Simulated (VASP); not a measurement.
Crystal: ZnS.

```xyz
2
Lattice="0.0000 2.6655 2.6655 2.6655 0.0000 2.6655 2.6655 2.6655 0.0000" Properties=species:S:1:pos:R:3 pbc="T T T"
Zn    3.9982    3.9982    3.9982
S     0.0000    0.0000    0.0000
```

Base run:

| Item | Value |
| --- | --- |
| Program | VASP 6.6.1 |
| Functional | r2SCAN |
| Dispersion | D4 |
| Potentials or basis | VASP PAW PBE potentials, release 64 (Zn, S) |
| Cutoff | 520 eV |
| k mesh | 9 × 9 × 9 |
| Occupations | fermi-dirac, width 0.05 eV |
| Spin | no spin polarisation |

Its results: band gap on the k mesh 2.87 eV, direct; pressure 1.8 GPa.

The run is repeated on the same cell with these changes: dispersion from D4 to none. What comes out?

Band gap on the k mesh 2.87 eV, direct; pressure 2.7 GPa.

Dispersion adds attraction, which lowers the pressure at fixed volume and, as a term added to the energy, leaves the levels alone.

Caveats: the PAW data sets were made with another functional, which shifts forces and pressure a little.

